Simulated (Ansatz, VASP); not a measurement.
# Two plane-wave programs on TiSn3O8

```
CELL_PARAMETERS angstrom
-3.17743 3.37838 3.38371
3.17743 -3.37838 3.38371
3.17743 3.37838 -3.38371
ATOMIC_POSITIONS crystal
Ti 0.00000 0.00000 0.00000
Sn 0.00000 0.50000 0.50000
Sn 0.50000 0.24882 0.74882
Sn 0.50000 0.75118 0.25118
O 0.70027 0.00000 0.70027
O 0.69601 0.50000 0.19601
O 0.18945 0.95164 0.76219
O 0.18945 0.42727 0.23781
O 0.29973 0.00000 0.29973
O 0.30399 0.50000 0.80399
O 0.81055 0.57273 0.76219
O 0.81055 0.04836 0.23781
```

Alike in both runs: functional PBE; k mesh 6 × 6 × 6; occupations gaussian, width 0.02 eV; no spin polarisation.

Ansatz relaxed the structure, and its values are those at the end. VASP's run is a single point on that final structure, the one shown.

|  | VASP | Ansatz |
| --- | --- | --- |
| version | VASP 6.6.1 | Ansatz 0.2.0 |
| potentials or method | VASP PAW PBE potentials, release 64 (Ti_sv, Sn_d, O), cutoff 520 eV | scalar-relativistic, plane waves, PAW |
| valence electrons in the cell | 102 | 102 |

```tsv
	VASP	Ansatz	Ansatz less VASP
gap on the k mesh at the Fermi level (eV)	1.71	1.72	+0.013
least direct gap on the mesh (eV)	1.71	1.72	+0.013
pressure (GPa)	0.6	0.0	-0.62
rms of the force components (eV/Å)	0.008	0.001	-0.0071
```
